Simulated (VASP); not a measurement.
A run of VASP 6.6.1 is set up as follows.

INCAR

```
PREC = Accurate
ENCUT = 520
EDIFF = 1E-6
ISMEAR = 0
SIGMA = 0.05
LREAL = False
LASPH = True
NELM = 80
ALGO = Normal
ISIF = 2
LWAVE = False
LCHARG = True
GGA = PE
LELF = True
LVHAR = True
NBANDS = 46
```

Contents of KPOINTS:

```
regular mesh
0
Gamma
  6 6 6
```

File POSCAR:

```
Al2InN3
1.0
    4.9995786033     -2.9532078148      0.0000000000
    4.9995786033      2.9532078148      0.0000000000
    0.0000000000      0.0000000000      5.3376970101
Al In N
4 2 6
Direct
    0.0084427086      0.3348641725      0.9917411822
    0.6651358275      0.9915572914      0.9917411822
    0.9915572914      0.6651358275      0.4917411822
    0.3348641725      0.0084427086      0.4917411822
    0.3220722962      0.6779277038      0.9869930315
    0.6779277038      0.3220722962      0.4869930315
    0.0367610679      0.3336262977      0.3556963910
    0.6663737023      0.9632389321      0.3556963910
    0.9632389321      0.6663737023      0.8556963910
    0.3336262977      0.0367610679      0.8556963910
    0.2982358752      0.7017641248      0.4061317922
    0.7017641248      0.2982358752      0.9061317922
```

Potentials or basis: VASP PAW PBE potentials, release 64 (Al, In_d, N).

Run with:

```sh
$ cat potpaw_PBE.64/Al/POTCAR potpaw_PBE.64/In_d/POTCAR potpaw_PBE.64/N/POTCAR > POTCAR
$ mpirun -np 1 vasp_std > vasp.out
```

**Question.** What does it give for the band gap on the k mesh?

**Answer.** 1.71 eV.

**Question.** What does it give for the pressure?

**Answer.** -11.0 GPa.

**Question.** Estimate the largest force.

**Answer.** 0.181 eV/Å.

Stress tensor (GPa, compression positive):
```
 -9.29   0.00   0.00
  0.00 -15.18   0.00
  0.00   0.00  -8.63
```

Caveat: the stress differs along the axes, from -15 to -9 GPa; spin-orbit coupling is left out, which moves the levels of the heavy elements.
